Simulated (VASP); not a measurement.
The system is BaZrS3.

```
Ba Zr S
1.0
     7.13449    0.00000    0.00000
     0.00000   10.04182    0.00000
     0.00000    0.00000    7.06356
Ba Zr S
4 4 12
Direct
  0.04303 0.25000 0.00875
  0.45697 0.75000 0.50875
  0.54303 0.25000 0.49125
  0.95697 0.75000 0.99125
  0.00000 0.00000 0.50000
  0.50000 0.00000 0.00000
  0.50000 0.50000 0.00000
  0.00000 0.50000 0.50000
  0.99416 0.25000 0.56090
  0.50584 0.75000 0.06090
  0.49416 0.25000 0.93910
  0.00584 0.75000 0.43910
  0.21326 0.96818 0.78662
  0.28674 0.03182 0.28662
  0.71326 0.53182 0.71338
  0.78674 0.46818 0.21338
  0.78674 0.03182 0.21338
  0.71326 0.96818 0.71338
  0.28674 0.46818 0.28662
  0.21326 0.53182 0.78662
```

- Program: VASP 6.6.1
- Task: relaxation of cell and atoms
- Functional: PBEsol
- Potentials or basis: VASP PAW PBE potentials, release 64 (Ba_sv, Zr_sv, S)
- Cutoff: 600 eV
- k mesh: 4 × 4 × 4
- Occupations: gaussian, width 0.03 eV
- Spin: no spin polarisation

At the start: pressure -2.5 GPa; volume 25.30 Å³/atom.

Task: Where does the relaxation end?

Result: Over 16 steps the energy falls by 7.3 meV/atom and the volume is 24.44 Å³/atom (-3.4 %); space group Pnma (No. 62, to 0.1 Å) before and after.

Step by step:
```
step  energy change (eV)  largest force (eV/Å)  pressure (GPa)  volume (Å³)
   1              0.0000                0.0762           -2.52       506.06
   2             -0.0623                0.0657            2.06       477.47
   3             -0.1365                0.0480           -0.01       489.29
   4             -0.1364                0.0473            0.05       488.96
   5             -0.1373                0.0445            0.05       488.92
   6             -0.1395                0.0364            0.05       488.82
   7             -0.1424                0.0225            0.06       488.62
   8             -0.1420                0.0452            0.08       488.21
   9             -0.1433                0.0298            0.07       488.44
  10             -0.1443                0.0233            0.02       488.75
  11             -0.1452                0.0138           -0.10       489.42
  12             -0.1456                0.0135           -0.01       488.88
  13             -0.1456                0.0140            0.02       488.67
  14             -0.1457                0.0131            0.02       488.67
  15             -0.1459                0.0122            0.02       488.68
  16             -0.1461                0.0096           -0.01       488.90
```

Final structure:
```
Ba Zr S
1.0
     7.07388    0.00000    0.00000
     0.00000    9.92592    0.00000
     0.00000    0.00000    6.96288
Ba Zr S
4 4 12
Direct
  0.04988 0.25000 0.01077
  0.45012 0.75000 0.51077
  0.54988 0.25000 0.48923
  0.95012 0.75000 0.98923
  0.00000 0.00000 0.50000
  0.50000 0.00000 0.00000
  0.50000 0.50000 0.00000
  0.00000 0.50000 0.50000
  0.99545 0.25000 0.56389
  0.50455 0.75000 0.06389
  0.49545 0.25000 0.93611
  0.00455 0.75000 0.43611
  0.21141 0.96626 0.78861
  0.28859 0.03374 0.28861
  0.71141 0.53374 0.71139
  0.78859 0.46626 0.21139
  0.78859 0.03374 0.21139
  0.71141 0.96626 0.71139
  0.28859 0.46626 0.28861
  0.21141 0.53374 0.78861
```

Caveat: the PAW data sets were made with another functional, which shifts forces and pressure a little.
